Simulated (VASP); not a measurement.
Here is a VASP 6.6.1 calculation.

File INCAR:

```
PREC = Accurate
ENCUT = 520
EDIFF = 1E-7
ISMEAR = -1
SIGMA = 0.05
LREAL = False
LASPH = True
NELM = 60
ALGO = Normal
ISIF = 2
LWAVE = False
LCHARG = False
NBANDS = 28
```

Contents of KPOINTS:

```
Automatic mesh
0
Gamma
  4 4 4
```

File POSCAR:

```
Ca3Y
1.0
    0.0000000000      4.2455650000      4.2455650000
    4.2455650000      0.0000000000      4.2455650000
    4.2455650000      4.2455650000      0.0000000000
Ca Y
3 1
Direct
    0.2500000000      0.2500000000      0.2500000000
    0.7500000000      0.7500000000      0.7500000000
    0.5000000000      0.5000000000      0.5000000000
    0.0000000000      0.0000000000      0.0000000000
```

Potentials or basis: VASP PAW LDA potentials, release 64 (Ca_sv, Y_sv).

Command:

```sh
$ cat potpaw_LDA.64/Ca_sv/POTCAR potpaw_LDA.64/Y_sv/POTCAR > POTCAR
$ mpirun -np 1 vasp_std > vasp.out
```

Predict the band gap on the k mesh.

zero (an odd number of electrons rules out a gap without spin polarisation).

Predict the pressure.

-2.2 GPa.
